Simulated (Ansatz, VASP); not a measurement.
**CsH5 in VASP and in Ansatz**

```
Cs H
1.0
     4.48027    0.00000    0.00000
    -2.24014    3.88003    0.00000
     0.00000    0.00000    4.60299
Cs H
1 5
Direct
  0.33333 0.66667 0.00000
  0.74246 0.25754 0.50000
  0.74246 0.48493 0.50000
  0.51507 0.25754 0.50000
  0.00000 0.00000 0.50000
  0.66667 0.33333 0.00000
```

Alike in both runs: task single point; functional PBE; k mesh 6 × 6 × 4; occupations gaussian, width 0.1 eV; no spin polarisation.

```csv
,VASP,Ansatz
version,VASP 6.6.1,Ansatz 0.2.0
potentials or method,"VASP PAW PBE potentials, release 64 (Cs_sv, H), cutoff 520 eV","scalar-relativistic, plane waves, PAW"
valence electrons in the cell,14,14
```

VASP gave:

```
gap on the k mesh at the Fermi level (eV)                     : 0.20
least direct gap on the mesh (eV)                             : 0.39
pressure (GPa)                                                : 0.0
traceless stress, the component that is largest in VASP (GPa) : 3.10
rms of the force components (eV/Å)                            : 0.320
```

**Question.** What did Ansatz give for the same quantities?

**Answer.** gap on the k mesh at the Fermi level (eV): 0.20; least direct gap on the mesh (eV): 0.39; pressure (GPa): 0.0; traceless stress, the component that is largest in VASP (GPa): 3.13; rms of the force components (eV/Å): 0.314.

Atom by atom the forces differ by 0.006 eV/Å (rms over components).

Spin-orbit coupling is off throughout.
